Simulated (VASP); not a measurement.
AsHF: single point with PBE

Crystal: AsHF.

```xyz
3
Lattice="2.2851 0.0000 0.0000 0.0000 4.3085 0.0000 0.0000 0.0000 4.8841" Properties=species:S:1:pos:R:3 pbc="T T T"
H     0.0000    0.0000    0.0000
As    0.0000    2.1543    2.4420
F     0.0000    0.0000    2.4420
```

The cell was built from a structure type or drawn by symmetry, and may not be a known phase.

```yaml
Program: VASP 6.6.1
Task: single point
Functional: PBE
Potentials_or_basis: VASP PAW PBE potentials, release 64 (H, As, F)
Cutoff: 600 eV
k_mesh: 8 × 4 × 4
Occupations: gaussian, width 0.1 eV
Spin: no spin polarisation
Dipole_correction: no
Further_INCAR_settings: ALGO = Normal; EDIFF = 1e-06; NBANDS = 14
```

The pressure is 4.6 GPa. The band gap on the k mesh is zero (an odd number of electrons rules out a gap without spin polarisation).

Stress tensor (GPa, compression positive):
```
 24.06   0.00   0.00
  0.00 -10.57   0.00
  0.00   0.00   0.22
```

Levels at points of the mesh, in eV from the Fermi level:
| k point | band 2 | band 3 | band 4 | band 5 | band 6 | band 7 | band 8 | band 9 | band 10 | band 11 |
| --- | --- | --- | --- | --- | --- | --- | --- | --- | --- | --- |
| (0.00, 0.00, 0.00) | -12.67 | -7.50 | -4.83 | -2.20 | -1.48 | -1.25 | 3.19 | 6.83 | 9.45 | 10.28 |
| (0.50, 0.00, 0.00) | -6.87 | -5.86 | -5.75 | -3.83 | -3.37 | 1.63 | 3.27 | 7.15 | 7.83 | 8.12 |
| (0.00, 0.50, 0.00) | -13.74 | -4.25 | -3.94 | -2.42 | -2.24 | -1.46 | -0.01 | 4.42 | 8.87 | 12.88 |
| (0.50, 0.50, 0.00) | -8.16 | -5.77 | -5.39 | -3.25 | -1.66 | 1.51 | 2.87 | 4.51 | 8.31 | 8.61 |
| (0.00, 0.00, 0.50) | -12.63 | -7.49 | -5.56 | -1.90 | -1.48 | -0.44 | 3.32 | 7.17 | 7.95 | 10.49 |
| (0.50, 0.00, 0.50) | -6.85 | -5.81 | -5.74 | -3.82 | -3.55 | 1.51 | 3.63 | 6.09 | 7.23 | 8.25 |
| (0.00, 0.50, 0.50) | -13.72 | -4.80 | -3.92 | -2.87 | -1.46 | -1.02 | -0.71 | 8.09 | 9.99 | 10.28 |
| (0.50, 0.50, 0.50) | -8.14 | -5.74 | -5.38 | -3.39 | -1.62 | 2.01 | 2.41 | 4.21 | 7.15 | 9.09 |

Run time: 25 s on 1 thread of Intel(R) Xeon(R) Platinum 8488C (Sapphire Rapids), with other jobs on the host, peak memory 0.19 GiB.

Caveat: the k points lie up to 0.36 Å⁻¹ apart, too coarse for converged energies and pressures of a metal; an odd number of electrons without spin polarisation forces a metal; a magnetic or distorted state may lie lower.
